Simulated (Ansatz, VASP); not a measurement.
**Two plane-wave programs on Rh**

```
Rh
1.0
    -1.54344    1.54344    1.54344
     1.54344   -1.54344    1.54344
     1.54344    1.54344   -1.54344
Rh
1
Direct
  0.00000 0.00000 0.00000
```

Alike in both runs: task single point; functional BLYP; k mesh 16 × 16 × 16; occupations fermi-dirac, width 0.1 eV; no spin polarisation.

```csv
,VASP,Ansatz
version,VASP 6.6.1,Ansatz 0.2.0
potentials or method,"VASP PAW PBE potentials, release 64 (Rh_pv), cutoff 520 eV","plane waves (420 eV) with PAW, scalar-relativistic"
valence electrons in the cell,15,17
```

Ansatz gave:

```
pressure (GPa) : 8.8
```

Question: Which values does VASP return?

Answer: Pressure (GPa): 9.3.

VASP's potentials were made for PBE, not for BLYP. VASP's potentials hold 15 valence electrons a cell and Ansatz's 17, so a difference there can come from the potentials and not from the codes.
